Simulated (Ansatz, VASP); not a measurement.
# Hf: VASP beside Ansatz

```
CELL_PARAMETERS angstrom
-0.23436 2.10922 2.10922
2.10922 -0.23436 2.10922
2.10922 2.10922 -0.23436
ATOMIC_POSITIONS crystal
Hf 0.00000 0.00000 0.00000
```

Alike in both runs: task single point; functional PBEsol; k mesh 20 × 20 × 20; occupations gaussian, width 0.15 eV; no spin polarisation.

```csv
,VASP,Ansatz
version,VASP 6.6.1,Ansatz 0.2.0
potentials or method,"VASP PAW PBE potentials, release 64 (Hf_pv), cutoff 500 eV","scalar-relativistic, plane waves, PAW"
valence electrons in the cell,10,26
```

Ansatz gave:

* gap on the k mesh at the Fermi level (eV): none
* pressure (GPa): -0.4
* traceless stress, the component that is largest in VASP (GPa): 6.67

Task: Estimate VASP's values.

Result: gap on the k mesh at the Fermi level (eV): none; pressure (GPa): -0.8; traceless stress, the component that is largest in VASP (GPa): 6.71.

VASP's potentials were made for PBE, not for PBEsol. A gap of «none» marks a metal or a gap that the smearing closes. VASP's potentials hold 10 valence electrons a cell and Ansatz's 26, so a difference there can come from the potentials and not from the codes.

Spin-orbit coupling is off throughout.
